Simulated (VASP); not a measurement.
# KMgPd3 (Pm-3m) in VASP: single point with PBE

Aim: the single point of KMgPd3 with PBE.

Program: VASP 6.6.1. These are calculated values, not measurements. Logs are shortened: lines on timing, memory, paths and dates and some standing lists are left out, and cuts for length are marked.

## (1) The cell of the first run

Symmetry: Pm-3m, No. 221, cubic system. Conventional cell: a = 4.667 Å, b = 4.667 Å, c = 4.667 Å, α = 90.00°, β = 90.00°, γ = 90.00°. Within 3.1 Å of K (site symmetry m-3m) lie 6 Pd at 2.33 Å. Mg (site symmetry m-3m) has 12 Pd at 3.30 Å and 8 K at 4.04 Å within 4.3 Å. Within 3.1 Å of Pd (site symmetry 4/mmm) lie 2 K at 2.33 Å.

The cell was generated, and may not be a known phase.

## (2) Single point, PBE

INCAR reads:

```
SYSTEM = KMgPd3
  PREC = Accurate
  ENCUT = 840
  EDIFF = 1E-6
  ISMEAR = 0
  SIGMA = 0.1
  LREAL = .False.
  LASPH = .True.
  NELM = 120
  ALGO = Normal
  ISIF = 2
  LWAVE = .False.
  LCHARG = .True.
  GGA = PE
  LELF = .True.
  LVHAR = .True.
  NBANDS = 44
  GGA_COMPAT = .False.
```

KPOINTS reads:

```
regular mesh
0
Gamma
  4 4 4
  0 0 0
```

POSCAR reads:

```
KMgPd3
1.0
    4.6667201900      0.0000000000      0.0000000000
    0.0000000000      4.6667201900      0.0000000000
    0.0000000000      0.0000000000      4.6667201900
K Mg Pd
1 1 3
Direct
    0.5000000000      0.5000000000      0.5000000000
    0.0000000000      0.0000000000      0.0000000000
    0.5000000000      0.5000000000      0.0000000000
    0.5000000000      0.0000000000      0.5000000000
    0.0000000000      0.5000000000      0.5000000000
```

Potentials or basis: VASP PAW PBE potentials, release 64 (K_sv, Mg_sv, Pd_sv_GW).

Command:

```console
$ cat potpaw_PBE.64/K_sv/POTCAR potpaw_PBE.64/Mg_sv/POTCAR potpaw_PBE.64/Pd_sv_GW/POTCAR > POTCAR
$ mpirun -np 1 vasp_std > vasp.out
```

OUTCAR:

```text
SYSTEM = KMgPd3
   PREC = Accurate
   ENCUT = 840
   EDIFF = 1E-6
   ISMEAR = 0
   LREAL = .False.
   LASPH = .True.
   NELM = 120
   ISIF = 2
   GGA = PE

 ion  position               nearest neighbor table
   1  0.500  0.500  0.500-   3 2.33   4 2.33   5 2.33   3 2.33   4 2.33   5 2.33
   2  0.000  0.000  0.000-
   3  0.500  0.500  0.000-   1 2.33   1 2.33
   4  0.500  0.000  0.500-   1 2.33   1 2.33
   5  0.000  0.500  0.500-   1 2.33   1 2.33

  LATTYP: Found a simple cubic cell.
 ALAT       =     4.6667201900

  Lattice vectors:

 A1 = (   4.6667201900,   0.0000000000,   0.0000000000)
 A2 = (   0.0000000000,   4.6667201900,   0.0000000000)
 A3 = (   0.0000000000,   0.0000000000,   4.6667201900)

Analysis of symmetry for initial positions (statically):
=====================================================================
 Subroutine PRICEL returns:
 Original cell was already a primitive cell.

 Routine SETGRP: Setting up the symmetry group for a
 simple cubic supercell.

 Subroutine GETGRP returns: Found 48 space group operations
 (whereof 48 operations were pure point group operations)
 out of a pool of 48 trial point group operations.

The static configuration has the point symmetry O_h .

Analysis of symmetry for dynamics (positions and initial velocities):
=====================================================================
 Subroutine PRICEL returns:
 Original cell was already a primitive cell.

 Routine SETGRP: Setting up the symmetry group for a
 simple cubic supercell.

 Subroutine GETGRP returns: Found 48 space group operations
 (whereof 48 operations were pure point group operations)
 out of a pool of 48 trial point group operations.

The dynamic configuration has the point symmetry O_h .

 Subroutine INISYM returns: Found 48 space group operations
 (whereof 48 operations are pure point group operations),
 and found     1 'primitive' translations

----------------------------------------------------------------------------------------

                                     Primitive cell

  volume of cell :     101.6331

  direct lattice vectors                    reciprocal lattice vectors
     4.666720190  0.000000000  0.000000000     0.214283257  0.000000000  0.000000000
     0.000000000  4.666720190  0.000000000     0.000000000  0.214283257  0.000000000
     0.000000000  0.000000000  4.666720190     0.000000000  0.000000000  0.214283257
[... 75 lines left out ...]
   EDIFF  = 0.1E-05   stopping-criterion for ELM
   LREAL  =      F    real-space projection
   EDIFFG = 0.1E-04   stopping-criterion for IOM
   NSW    =      0    number of steps for IOM
   IBRION =     -1    ionic relax: 0-MD 1-quasi-New 2-CG
   NFREE  =      0    steps in history (QN), initial steepest desc. (CG)
   ISIF   =      2    stress and relaxation
   ISYM   =      2    0-nonsym 1-usesym 2-fastsym
   POTIM  = 0.5000    time-step for ionic-motion
   TEBEG  =    0.0;   TEEND  =   0.0 temperature during run
   PSTRESS=    0.0 pullay stress
   NELECT =      73.0000    total number of electrons
   NUPDOWN=      -1.0000    fix difference up-down
   EMIN   =  10.00;   EMAX   =-10.00  energy-range for DOS
   EFERMI =   0.00;   METHOD = LEGACY
   ISMEAR =     0;   SIGMA  =   0.10  broadening in eV -4-tet -1-fermi 0-gaus
   EFERMI_NEDOS =   21; number of points for ismear=-14 and -15
   IALGO  =     38    algorithm
   IMIX   =      4    mixing-type and parameters
     AMIX     =   0.40;   BMIX     =  1.00
     AMIX_MAG =   1.60;   BMIX_MAG =  1.00
  volume/ion in A,a.u.               =      20.33       137.17
  Fermi-wavevector in a.u.,A,eV,Ry     =   1.466124  2.770573 29.245988  2.149519
  Thomas-Fermi vector in A             =   2.581899
   LORBIT       =      0    0 simple, 1 ext, 2 COOP (PROOUT), +10 PAW based schemes
   GGA     = PE    functional components
   LHFCALC =     F    Hartree Fock is set to
   AEXX    =    0.0000 exact exchange contribution
   IVDW    =     0    specifies the selected vdW correction
   LEPSILON=     F    determine dielectric tensor
   LRPA    =     F    only Hartree local field effects (RPA)
 non-spin polarized calculation
 Gauss-broadening in eV      SIGMA  =   0.10
  energy-cutoff  :      840.00
  volume of cell :      101.63
 maximum number of plane-waves:      5656
 NGX is ok and might be reduce to    48
   NGX = 23   NGY = 23   NGZ = 23

 number of electron      73.0000003 magnetization

 Free energy of the ion-electron system (eV)
  ---------------------------------------------------
  ext. energy  EPLUGINS =         0.00000000
  ---------------------------------------------------
  free energy    TOTEN  =        -7.82018539 eV

  energy without entropy =       -7.81938856  energy(sigma->0) =       -7.81978697

 E-fermi :   4.0603     XC(G=0): -10.5370

 val. band max:        3.8661950616   @ k =   0.5000   0.2500   0.2500
 cond. band min:       4.2237830324   @ k =   0.2500   0.0000   0.0000
 fundamental gap:      0.3575879708
 Fermi energy:         4.0603049057

 k-point     1 :       0.0000    0.0000    0.0000
  band No.  band energies     occupation
      1     -79.4927      2.00000
      2     -79.4880      2.00000
      3     -79.4880      2.00000
      4     -72.1592      2.00000
      5     -45.4864      2.00000
      6     -45.4864      2.00000
[... 459 lines left out ...]
     43       7.8829      0.00000
     44      10.9131      0.00000

------------------------ aborting loop because EDIFF is reached ----------------------------------------

  FORCE on cell =-STRESS in cart. coord.  units (eV):
  Direction    XX          YY          ZZ          XY          YZ          ZX
  --------------------------------------------------------------------------------------
  -------------------------------------------------------------------------------------
  Total        7.3380586      7.3380586      7.3380586     -0.0000000      0.0000000      0.0000000
  in kB      115.6795184    115.6795184    115.6795184     -0.0000000      0.0000000      0.0000000
  external PRESSURE =     115.6795184 kB  Pullay stress =       0.0000000 kB

 VOLUME and BASIS-vectors are now :
 -----------------------------------------------------------------------------
  energy-cutoff  :      840.00
  volume of cell :      101.63
      direct lattice vectors                 reciprocal lattice vectors
     4.666720190  0.000000000  0.000000000     0.214283257  0.000000000  0.000000000
     0.000000000  4.666720190  0.000000000     0.000000000  0.214283257  0.000000000
     0.000000000  0.000000000  4.666720190     0.000000000  0.000000000  0.214283257

 POSITION                                       TOTAL-FORCE (eV/Angst)
 -----------------------------------------------------------------------------------
      2.33336      2.33336      2.33336         0.000000      0.000000      0.000000
      0.00000      0.00000      0.00000         0.000000      0.000000      0.000000
      2.33336      2.33336      0.00000         0.000000      0.000000      0.000000
      2.33336      0.00000      2.33336         0.000000      0.000000      0.000000
      0.00000      2.33336      2.33336         0.000000      0.000000      0.000000
 -----------------------------------------------------------------------------------
    total drift:                                0.000000      0.000000     -0.000000

  FREE ENERGIE OF THE ION-ELECTRON SYSTEM (eV)
  ---------------------------------------------------
  free  energy   TOTEN  =        -7.8201853874 eV

  energy  without entropy=       -7.8193885610  energy(sigma->0) =       -7.81978697
```

stdout:

```text
POSCAR found type information on POSCAR K MgPd
 POSCAR found :  3 types and       5 ions
 scaLAPACK will be used
 LDA part: xc-table for (Slater+PW92), standard interpolation
 POSCAR, INCAR and KPOINTS ok, starting setup
 FFT: planning ... GRIDC
 FFT: planning ... GRID_SOFT
 FFT: planning ... GRID
 WAVECAR not read
 entering main loop
```

Wall time 1.9 min (1 thread of Intel Xeon Platinum 8488C (Sapphire Rapids), shared host); peak memory 0.38 GiB.

Results:

| Property | Result |
| --- | --- |
| Free energy | -7.8202 eV |
| Pressure | 11.6 GPa |
| Band gap on the k mesh | zero (an odd number of electrons rules out a gap without spin polarisation) |

Caveat: the cell stands under pressure.

The gap in the log of VASP goes by the Fermi energy; the results here count the filled bands.